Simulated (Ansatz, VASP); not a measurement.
# One calculation of SiC, two programs

POSCAR

```
SiC
1.0
   -1.5387796673     -2.6652445653      0.0000000000
    1.5387796672     -2.6652445654      0.0000000000
   -0.0000000001     -3.1092743099     10.0767691650
Si C
4 4
Direct
   -0.0131688100     -0.0131688100      0.5940376193
    0.6118145233      0.6118145233      0.0940376193
   -0.2007095530     -0.2007095530      0.3440931819
   -0.4923595530     -0.4923595530      0.8440931819
    0.0965111977      0.0965111977      0.4060040042
    0.1381945310      0.1381945310      0.9060040042
    0.9086177753     -0.0913822247      0.1566641945
    0.6169677753     -0.3830322247      0.6566641945
```

The input INCAR.step1:

```
PREC = Accurate
ENCUT = 520
ISMEAR = 0
SIGMA = 0.05
LREAL = False
LASPH = True
NELM = 100
NBANDS = 26
GGA = PE
ALGO = Normal
EDIFF = 1E-4
LWAVE = True
LCHARG = False
```

File INCAR.step2:

```
PREC = Accurate
ENCUT = 520
EDIFF = 1E-6
ISMEAR = 0
SIGMA = 0.05
LREAL = False
LASPH = True
NELM = 100
ALGO = Normal
ISIF = 2
LWAVE = False
LCHARG = False
METAGGA = R2SCAN
LMIXTAU = True
NBANDS = 26
ISTART = 1
```

The input KPOINTS:

```
regular mesh
0
Gamma
  8 8 3
```

Input for Ansatz:

```yaml
crystal:
  lattice:
    - [-1.5387796673, -2.6652445653, 0.0]
    - [1.5387796672, -2.6652445654, 0.0]
    - [-1.0e-10, -3.1092743099, 10.076769165]
  atoms:
    - { symbol: Si, position: [-0.01316881, -0.01316881, 0.5940376193] }
    - { symbol: Si, position: [0.6118145233, 0.6118145233, 0.0940376193] }
    - { symbol: Si, position: [-0.200709553, -0.200709553, 0.3440931819] }
    - { symbol: Si, position: [-0.492359553, -0.492359553, 0.8440931819] }
    - { symbol: C, position: [0.0965111977, 0.0965111977, 0.4060040042] }
    - { symbol: C, position: [0.138194531, 0.138194531, 0.9060040042] }
    - { symbol: C, position: [0.9086177753, -0.0913822247, 0.1566641945] }
    - { symbol: C, position: [0.6169677753, -0.3830322247, 0.6566641945] }
basis:
  ecutwfc: 500
kpoints:
  mp_grid: { grid: [8, 8, 3] }
hamiltonian:
  xc: r2scan
scf:
  occupations: { method: gaussian, width: 0.05 }
output:
  forces: true
  stress: true
  eigenvalues: true
  write_density: true
  write_potential: true
  elf: true
  volumetric_format: npy
```

Alike in both runs: task single point; functional r2SCAN; k mesh 8 × 8 × 3; occupations gaussian, width 0.05 eV; no spin polarisation.

|  | VASP | Ansatz |
| --- | --- | --- |
| version | VASP 6.6.1 | Ansatz 0.2.0 |
| potentials or method | VASP PAW PBE potentials, release 64 (Si, C), cutoff 520 eV | scalar-relativistic, plane waves, PAW |
| valence electrons in the cell | 32 | 32 |

Ansatz gave:

```
gap on the k mesh at the Fermi level (eV)                     : 0.71
least direct gap on the mesh (eV)                             : 1.22
pressure (GPa)                                                : -0.5
traceless stress, the component that is largest in VASP (GPa) : 10.46
rms of the force components (eV/Å)                            : 0.541
```

Problem. Which values does VASP return?

Solution. gap on the k mesh at the Fermi level (eV): 0.71; least direct gap on the mesh (eV): 1.21; pressure (GPa): -0.6; traceless stress, the component that is largest in VASP (GPa): 10.43; rms of the force components (eV/Å): 0.540.

VASP's potentials were made for PBE, not for r2SCAN. Atom by atom the forces differ by 0.007 eV/Å (rms over components).
